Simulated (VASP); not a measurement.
# TaN2 (P4/nmm) in VASP: relaxation of cell and atoms with PBE

Aim: the relaxation of cell and atoms of TaN2 with PBE.

Everything below comes from runs of VASP 6.6.1. Logs are shortened: lines on timing, memory, paths and dates and some standing lists are left out, and cuts for length are marked.

### 1 The cell of the first run

It takes space group P4/nmm (No. 129, tetragonal). The conventional cell has a = 3.056 Å, b = 3.056 Å, c = 5.978 Å, α = 90.00°, β = 90.00°, γ = 90.00°. Within 2.9 Å of Ta (site symmetry 4mm) lie 9 N at 2.19 to 2.25 Å. Within 2.9 Å of N (site symmetry -4m2) lie 8 N at 2.16 to 2.69 Å and 4 Ta at 2.19 Å. Within 2.9 Å of N (site symmetry 4mm) lie 5 Ta at 2.20 to 2.25 Å and 8 N at 2.66 to 2.69 Å.

### 2 Relaxation of cell and atoms, PBE

INCAR reads:

```
PREC = Accurate ; ENCUT = 600
EDIFF = 1E-6 ; ISMEAR = 0
SIGMA = 0.1 ; LREAL = F
LASPH = T ; NELM = 100
ALGO = Normal ; ISIF = 3
LWAVE = F ; LCHARG = F
GGA = PE ; IBRION = 2
NSW = 100 ; EDIFFG = -0.01
```

KPOINTS reads:

```
Automatic mesh
0
Gamma
  12 12 6
```

POSCAR reads:

```
TaN2
1.0
    3.0558121624      0.0000000000      0.0000000000
    0.0000000000      3.0558121624      0.0000000000
    0.0000000000      0.0000000000      5.9780290174
Ta N
2 4
Direct
    0.0000000000      0.5000000000      0.7379517068
    0.5000000000      0.0000000000      0.2620482932
    0.0000000000      0.0000000000      0.0000000000
    0.5000000000      0.5000000000      0.0000000000
    0.0000000000      0.5000000000      0.3696086397
    0.5000000000      0.0000000000      0.6303913603
```

Potentials or basis: VASP PAW PBE potentials, release 64 (Ta_pv, N).

Command:

```sh
> cat potpaw_PBE.64/Ta_pv/POTCAR potpaw_PBE.64/N/POTCAR > POTCAR
> mpirun -np 1 vasp_std > vasp.out
```

OUTCAR:

```text
PREC = Accurate
   ENCUT = 600
   EDIFF = 1E-6
   ISMEAR = 0
   LREAL = F
   LASPH = T
   NELM = 100
   ISIF = 3
   GGA = PE
   IBRION = 2
   NSW = 100
   EDIFFG = -0.01

 ion  position               nearest neighbor table
   1  0.000  0.500  0.738-   3 2.19   4 2.19   3 2.19   4 2.19   5 2.20   6 2.25   6 2.25   6 2.25
                             6 2.25   2 3.57   2 3.57   2 3.57   2 3.57
   2  0.500  0.000  0.262-   3 2.19   4 2.19   4 2.19   3 2.19   6 2.20   5 2.25   5 2.25   5 2.25
                             5 2.25   1 3.57   1 3.57   1 3.57   1 3.57
   3  0.000  0.000  0.000-   1 2.19   2 2.19   1 2.19   2 2.19
   4  0.500  0.500  0.000-   1 2.19   2 2.19   2 2.19   1 2.19
   5  0.000  0.500  0.370-   1 2.20   2 2.25   2 2.25   2 2.25   2 2.25
   6  0.500  0.000  0.630-   2 2.20   1 2.25   1 2.25   1 2.25   1 2.25

  LATTYP: Found a simple tetragonal cell.
 ALAT       =     3.0558121624
 C/A-ratio  =     1.9562815709

  Lattice vectors:

 A1 = (   3.0558121624,   0.0000000000,   0.0000000000)
 A2 = (   0.0000000000,   3.0558121624,   0.0000000000)
 A3 = (   0.0000000000,   0.0000000000,   5.9780290174)

Analysis of symmetry for initial positions (statically):
=====================================================================
 Subroutine PRICEL returns:
 Original cell was already a primitive cell.

 Routine SETGRP: Setting up the symmetry group for a
 simple tetragonal supercell.

 Subroutine GETGRP returns: Found 16 space group operations
 (whereof  8 operations were pure point group operations)
 out of a pool of 16 trial point group operations.

The static configuration has the point symmetry D_2d.
 The point group associated with its full space group is D_4h.

Analysis of symmetry for dynamics (positions and initial velocities):
=====================================================================
 Subroutine PRICEL returns:
 Original cell was already a primitive cell.

 Routine SETGRP: Setting up the symmetry group for a
 simple tetragonal supercell.

 Subroutine GETGRP returns: Found 16 space group operations
 (whereof  8 operations were pure point group operations)
 out of a pool of 16 trial point group operations.

The dynamic configuration has the point symmetry D_2d.
 The point group associated with its full space group is D_4h.

 Subroutine INISYM returns: Found 16 space group operations
 (whereof  8 operations are pure point group operations),
 and found     1 'primitive' translations

----------------------------------------------------------------------------------------

                                     Primitive cell

  volume of cell :      55.8228

  direct lattice vectors                    reciprocal lattice vectors
     3.055812162  0.000000000  0.000000000     0.327245245  0.000000000  0.000000000
     0.000000000  3.055812162  0.000000000     0.000000000  0.327245245  0.000000000
     0.000000000  0.000000000  5.978029017     0.000000000  0.000000000  0.167279215

  length of vectors
     3.055812162  3.055812162  5.978029017     0.327245245  0.327245245  0.167279215

  position of ions in fractional coordinates (direct lattice)
     0.000000000  0.500000000  0.737951707
     0.500000000  0.000000000  0.262048293
     0.000000000  0.000000000  0.000000000
     0.500000000  0.500000000  0.000000000
     0.000000000  0.500000000  0.369608640
     0.500000000  0.000000000  0.630391360

  ion indices of the primitive-cell ions
   primitive index   ion index
                 1           1
                 2           2
                 3           3
                 4           4
                 5           5
                 6           6

----------------------------------------------------------------------------------------

 KPOINTS: Automatic mesh

Automatic generation of k-mesh.
 Grid dimensions read from file:
 generate k-points for:   12   12    6

 Generating k-lattice:

  Cartesian coordinates                     Fractional coordinates (reciprocal lattice)
     0.027270437  0.000000000  0.000000000     0.083333333  0.000000000  0.000000000
     0.000000000  0.027270437  0.000000000     0.000000000  0.083333333  0.000000000
     0.000000000  0.000000000  0.027879869     0.000000000  0.000000000  0.166666667

  Length of vectors
     0.027270437  0.027270437  0.027879869

  Shift w.r.t. Gamma in fractional coordinates (k-lattice)
     0.000000000  0.000000000  0.000000000

 Subroutine IBZKPT returns following result:
 ===========================================

 Found    112 irreducible k-points:

 Following reciprocal coordinates:
            Coordinates               Weight
  0.000000  0.000000  0.000000      1.000000
  0.083333  0.000000  0.000000      4.000000
  0.166667  0.000000  0.000000      4.000000
  0.250000  0.000000  0.000000      4.000000
  0.333333  0.000000  0.000000      4.000000
  0.416667  0.000000  0.000000      4.000000
[... 16 lines left out ...]
  0.333333  0.333333  0.000000      4.000000
  0.416667  0.333333  0.000000      8.000000
 [... further k-points ...]
   k-points           NKPTS =    112   k-points in BZ     NKDIM =    112   number of bands    NBANDS=     25
   number of dos      NEDOS =    301   number of ions     NIONS =      6
   total plane-waves  NPLWV =  27648
   dimension x,y,z NGX =    24 NGY =   24 NGZ =   48
   dimension x,y,z NGXF=    48 NGYF=   48 NGZF=   96
   ions per type =               2   4
   NGX,Y,Z   is equivalent  to a cutoff of  13.06, 13.06, 13.35 a.u.
   NGXF,Y,Z  is equivalent  to a cutoff of  26.11, 26.11, 26.70 a.u.
 SYSTEM =  unknown system
   PREC   = accura    normal or accurate (medium, high low for compatibility)
   ISTART =      0    job   : 0-new  1-cont  2-samecut
   ICHARG =      2    charge: 1-file 2-atom 10-const
   ISPIN  =      1    spin polarized calculation?
   LNONCOLLINEAR =      F non collinear calculations
   LSORBIT =      F    spin-orbit coupling
   LASPH  =      T    aspherical Exc in radial PAW
   ENCUT  =  600.0 eV  44.10 Ry    6.64 a.u.   6.10  6.10 11.94*2*pi/ulx,y,z
   NELM   =    100;   NELMIN=  2; NELMDL= -5     # of ELM steps
   EDIFF  = 0.1E-05   stopping-criterion for ELM
   LREAL  =      F    real-space projection
   EDIFFG = -.1E-01   stopping-criterion for IOM
   NSW    =    100    number of steps for IOM
   IBRION =      2    ionic relax: 0-MD 1-quasi-New 2-CG
   NFREE  =      1    steps in history (QN), initial steepest desc. (CG)
   ISIF   =      3    stress and relaxation
   ISYM   =      2    0-nonsym 1-usesym 2-fastsym
   POTIM  = 0.5000    time-step for ionic-motion
   TEBEG  =    0.0;   TEEND  =   0.0 temperature during run
   PSTRESS=    0.0 pullay stress
   NELECT =      42.0000    total number of electrons
   NUPDOWN=      -1.0000    fix difference up-down
   EMIN   =  10.00;   EMAX   =-10.00  energy-range for DOS
   EFERMI =   0.00;   METHOD = LEGACY
   ISMEAR =     0;   SIGMA  =   0.10  broadening in eV -4-tet -1-fermi 0-gaus
   EFERMI_NEDOS =   21; number of points for ismear=-14 and -15
   IALGO  =     38    algorithm
   IMIX   =      4    mixing-type and parameters
     AMIX     =   0.40;   BMIX     =  1.00
     AMIX_MAG =   1.60;   BMIX_MAG =  1.00
  volume/ion in A,a.u.               =       9.30        62.79
  Fermi-wavevector in a.u.,A,eV,Ry     =   1.488975  2.813755 30.164761  2.217047
  Thomas-Fermi vector in A             =   2.601942
   LORBIT       =      0    0 simple, 1 ext, 2 COOP (PROOUT), +10 PAW based schemes
   GGA     = PE    functional components
   LHFCALC =     F    Hartree Fock is set to
   AEXX    =    0.0000 exact exchange contribution
   IVDW    =     0    specifies the selected vdW correction
   LEPSILON=     F    determine dielectric tensor
   LRPA    =     F    only Hartree local field effects (RPA)
 conjugate gradient relaxation of ions
 non-spin polarized calculation
 Gauss-broadening in eV      SIGMA  =   0.10
  energy-cutoff  :      600.00
  volume of cell :       55.82
 maximum number of plane-waves:      1888
   NGX = 13   NGY = 13   NGZ = 23

--------------------------------------- Ionic step        1  -------------------------------------------

 number of electron      42.0000005 magnetization

 Free energy of the ion-electron system (eV)
  ---------------------------------------------------
  ext. energy  EPLUGINS =         0.00000000
  ---------------------------------------------------
  free energy    TOTEN  =       -59.84084222 eV

  energy without entropy =      -59.83450855  energy(sigma->0) =      -59.83767539

------------------------ aborting loop because EDIFF is reached ----------------------------------------

  FORCE on cell =-STRESS in cart. coord.  units (eV):
  Direction    XX          YY          ZZ          XY          YZ          ZX
  --------------------------------------------------------------------------------------
  -------------------------------------------------------------------------------------
  Total       -0.1049561     -0.1049561      0.5884879      0.0000000      0.0000000      0.0000000
  in kB       -3.0123595     -3.0123595     16.8902768      0.0000000      0.0000000      0.0000000
  external PRESSURE =       3.6218526 kB  Pullay stress =       0.0000000 kB
[... 185 lines left out ...]
  energy  without entropy=      -59.8370959278  energy(sigma->0) =      -59.84032614

--------------------------------------- Ionic step        6  -------------------------------------------

 number of electron      42.0000005 magnetization

 Free energy of the ion-electron system (eV)
  ---------------------------------------------------
  ext. energy  EPLUGINS =         0.00000000
  ---------------------------------------------------
  free energy    TOTEN  =       -59.84355886 eV

  energy without entropy =      -59.83710234  energy(sigma->0) =      -59.84033060

 E-fermi :   7.9233     XC(G=0): -13.2911

 val. band max:        7.8837832443   @ k =   0.2500   0.0000   0.1667
 cond. band min:       7.9254921185   @ k =   0.0833   0.0833   0.0000
 fundamental gap:      0.0417088743
 Fermi energy:         7.9232519510

 k-point     1 :       0.0000    0.0000    0.0000
  band No.  band energies     occupation
      1     -27.8466      2.00000
      2     -27.5819      2.00000
      3     -27.5280      2.00000
      4     -27.5280      2.00000
      5     -27.4890      2.00000
      6     -27.4890      2.00000
[... 661 lines left out ...]
     24      11.5017      0.00000
     25      12.6246      0.00000

 [... further k-points ...]
[... 5 lines left out ...]
  --------------------------------------------------------------------------------------
  -------------------------------------------------------------------------------------
  Total        0.0025906      0.0025906     -0.0130375      0.0000000      0.0000000      0.0000000
  in kB        0.0743454      0.0743454     -0.3741579      0.0000000      0.0000000      0.0000000
  external PRESSURE =      -0.0751557 kB  Pullay stress =       0.0000000 kB
[... 21 lines left out ...]
  FREE ENERGIE OF THE ION-ELECTRON SYSTEM (eV)
  ---------------------------------------------------
  free  energy   TOTEN  =       -59.8435588644 eV

  energy  without entropy=      -59.8371023409  energy(sigma->0) =      -59.84033060

 reached required accuracy - stopping structural energy minimisation
```

Wall time 3.7 min (1 thread of Intel Xeon 6975P-C (Granite Rapids), shared host); peak memory 0.29 GiB.

Results:

```yaml
Free_energy: -59.8436 eV
Energy_gained_by_relaxing: 0.5 meV/atom
Ionic_steps: 6
Pressure_after_relaxing: 0.0 GPa
Largest_force_after_relaxing: 0.007 eV/Å
Band_gap_on_the_k_mesh: zero (band 21 reaches 9.98 eV, above the bottom of band 22 at 5.72 eV)
```

Forces on the atoms (eV/Å):
```
Ta   0.000  0.000 -0.007
Ta   0.000  0.000  0.007
N    0.000  0.000  0.000
N    0.000  0.000  0.000
N    0.000  0.000 -0.001
N    0.000  0.000  0.001
```

The path:
```
step  energy change (eV)  largest force (eV/Å)  pressure (GPa)  volume (Å³)
   1              0.0000                0.1726            0.36        55.82
   2             -0.0020                0.0680           -1.05        55.99
   3             -0.0023                0.0089           -0.71        55.95
   4             -0.0023                0.0301            0.82        55.68
   5             -0.0027                0.0205            0.04        55.82
   6             -0.0027                0.0069           -0.01        55.83
```

Final structure:
```cif
data_structure
_symmetry_space_group_name_H-M 'P 1'
_symmetry_Int_Tables_number 1
_cell_length_a 3.0493
_cell_length_b 3.0493
_cell_length_c 6.0039
_cell_angle_alpha 90.000
_cell_angle_beta 90.000
_cell_angle_gamma 90.000
_cell_volume 55.83
loop_
_atom_site_label
_atom_site_type_symbol
_atom_site_fract_x
_atom_site_fract_y
_atom_site_fract_z
_atom_site_occupancy
Ta1 Ta 0.00000 0.50000 0.73686 1
Ta2 Ta 0.50000 0.00000 0.26314 1
N1 N 0.00000 0.00000 0.00000 1
N2 N 0.50000 0.50000 0.00000 1
N3 N 0.00000 0.50000 0.36938 1
N4 N 0.50000 0.00000 0.63062 1
```

Caveat: spin-orbit coupling is left out, which moves the levels of the heavy elements.
